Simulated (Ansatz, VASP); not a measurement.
PbS in VASP and in Ansatz

File POSCAR:

```
PbS
1.0
    0.0000000000      2.9205250000      3.0539500000
    2.9205250000      0.0000000000      3.0539500000
    2.9205250000      2.9205250000      0.0000000000
Pb S
1 1
Direct
    0.0000000000      0.0000000000      0.0000000000
    0.5000000000      0.5000000000      0.5000000000
```

Contents of INCAR.step1:

```
SYSTEM = PbS
  PREC = Accurate
  ENCUT = 520
  ISMEAR = 0
  SIGMA = 0.05
  LREAL = .FALSE.
  LASPH = .TRUE.
  NELM = 100
  NBANDS = 17
  GGA = PE
  ALGO = Normal
  EDIFF = 1E-4
  LWAVE = .TRUE.
  LCHARG = .FALSE.
```

File INCAR.step2:

```
SYSTEM = PbS
  PREC = Accurate
  ENCUT = 520
  EDIFF = 1E-7
  ISMEAR = 0
  SIGMA = 0.05
  LREAL = .FALSE.
  LASPH = .TRUE.
  NELM = 100
  ALGO = Normal
  ISIF = 2
  LWAVE = .FALSE.
  LCHARG = .FALSE.
  METAGGA = R2SCAN
  LMIXTAU = .TRUE.
  NBANDS = 17
  ISTART = 1
```

Contents of KPOINTS:

```
regular mesh
0
G
  8 8 8
  0 0 0
```

Input for Ansatz:

```yaml
crystal:
  lattice:
    - [0.0, 2.920525, 3.05395]
    - [2.920525, 0.0, 3.05395]
    - [2.920525, 2.920525, 0.0]
  atoms:
    - { symbol: Pb, position: [0.0, 0.0, 0.0] }
    - { symbol: S, position: [0.5, 0.5, 0.5] }
basis:
  ecutwfc: 500
kpoints:
  mp_grid: { grid: [8, 8, 8] }
hamiltonian:
  xc: r2scan
scf:
  occupations: { method: gaussian, width: 0.05 }
output:
  forces: true
  stress: true
  eigenvalues: true
```

Change from the starting cell: strain -0.015 along x and y, +0.030 along z, atoms carried along.

Alike in both runs: task single point; functional r2SCAN; k mesh 8 × 8 × 8; occupations gaussian, width 0.05 eV; no spin polarisation.

|  | VASP | Ansatz |
| --- | --- | --- |
| version | VASP 6.6.1 | Ansatz 0.2.0 |
| potentials or method | VASP PAW PBE potentials, release 64 (Pb_d, S), cutoff 520 eV | scalar-relativistic, plane waves, PAW |
| valence electrons in the cell | 20 | 20 |

|  | VASP | Ansatz | Ansatz less VASP |
| --- | --- | --- | --- |
| gap on the k mesh at the Fermi level (eV) | 0.56 | 0.55 | -0.010 |
| least direct gap on the mesh (eV) | 0.56 | 0.55 | -0.010 |
| pressure (GPa) | 1.7 | 1.7 | +0.02 |
| traceless stress, the component that is largest in VASP (GPa) | -3.73 | -3.71 | +0.016 |

VASP's potentials were made for PBE, not for r2SCAN.

Spin-orbit coupling is off throughout.
